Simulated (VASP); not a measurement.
Write the native input for VASP 6.6.1 that does the following.

```yaml
Task: single point
Functional: PBEsol
Potentials_or_basis: VASP PAW PBE potentials, release 64 (Ga_d, P, H)
Cutoff: 520 eV
k_mesh: 1 × 1 × 14
Occupations: gaussian, width 0.05 eV
Spin: collinear spin
Starting_moments: "[0.0, 0.0, 1.0, 1.0, 0.0, 0.0, 0.0, 0.0] μB"
Dipole_correction: no
Further_INCAR_settings: ALGO = Normal; EDIFF = 1e-06; NBANDS = 42
```

The structure of Ga3P3H2 lies in POSCAR:

```
Ga3P3H2
1.0
   19.7000000000      0.0000000000      0.0000000000
    0.0000000000      9.7000000000      0.0000000000
    0.0000000000      0.0000000000      3.8580479846
Ga P H
3 3 2
Direct
    0.3549072829      0.4812569258      1.0000000000
    0.5245096973      0.4812569258      0.5000000000
    0.6941121117      0.4812569258      1.0000000000
    0.2983731447      0.5187430742      0.5000000000
    0.4679755591      0.5187430742      1.0000000000
    0.6375779735      0.5187430742      0.5000000000
    0.7727664278      0.5073336244      1.0000000000
    0.2272335722      0.4951577799      0.5000000000
```

These files were run (other wordings do the same):

INCAR

```
  PREC = Accurate
  ENCUT = 520
  EDIFF = 1E-6
  ISMEAR = 0
  SIGMA = 0.05
  LREAL = F
  LASPH = T
  NELM = 150
  ALGO = Normal
  ISIF = 2
  LWAVE = F
  LCHARG = F
  ISPIN = 2
  MAGMOM = 0 0 1 1 0 0 0 0
  LORBIT = 11
  GGA = PS
  NBANDS = 42
```

KPOINTS

```
regular mesh
0
Gamma
  1 1 14
```

Potentials or basis: VASP PAW PBE potentials, release 64 (Ga_d, P, H).

Launch:

```sh
$ cat potpaw_PBE.64/Ga_d/POTCAR potpaw_PBE.64/P/POTCAR potpaw_PBE.64/H/POTCAR > POTCAR
$ mpirun -np 1 vasp_std > vasp.out
```

It gave:

```
Largest force                                         : 0.624 eV/Å
Band gap on the k mesh                                : 1.97 eV
Net moment                                            : 0.00 μB per cell
Valence electrons inside the program's atomic spheres : Ga 11.73, 11.75 (each value once); P 2.55, 2.53 (each value once); H 0.52, 0.57
```

Caveat: the PAW data sets were made with another functional, which shifts forces and pressure a little.

Wall time 30 min on 1 thread of Oxide Virtual Turin-like Processor, on a shared host, peak memory 1.1 GiB.
